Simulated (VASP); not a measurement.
Here is a VASP 6.6.1 calculation.

Contents of INCAR:

```
SYSTEM = SnO
ALGO = Normal
EDIFF = 1E-6
ENCUT = 520
GGA = PE
ISIF = 2
ISMEAR = 0
LASPH = .TRUE.
LCHARG = .FALSE.
LREAL = .FALSE.
LWAVE = .FALSE.
NBANDS = 28
NELM = 100
PREC = Accurate
SIGMA = 0.1
```

File KPOINTS:

```
k-points
0
G
  6 6 6
  0 0 0
```

POSCAR

```
SnO
1.0
   -4.0242327764      2.9836549660      1.7004926315
    4.0242327764     -2.9836549660      1.7004926315
    4.0242327764      2.9836549660     -1.7004926315
Sn O
2 2
Direct
    0.0000000000      0.0000000000      0.5000000000
    0.0000000000      0.5000000000      0.0000000000
    1.0003270407      0.2503270407      0.7500000000
   -0.0003270407      0.7496729593      0.2500000000
```

Potentials or basis: VASP PAW PBE potentials, release 64 (Sn_d, O).

Command:

```sh
$ cat potpaw_PBE.64/Sn_d/POTCAR potpaw_PBE.64/O/POTCAR > POTCAR
$ mpirun -np 1 vasp_std > vasp.out
```

Question: Estimate the pressure.

Answer: 0.2 GPa.

Question: Estimate the band gap on the k mesh.

Answer: Zero (band 20 reaches 4.54 eV, above the bottom of band 21 at 3.87 eV).

Stress tensor (GPa, compression positive):
```
 0.90  0.00  0.00
 0.00 -0.12  0.00
 0.00  0.00 -0.12
```

Caveat: spin-orbit coupling is left out, which moves the levels of the heavy elements.
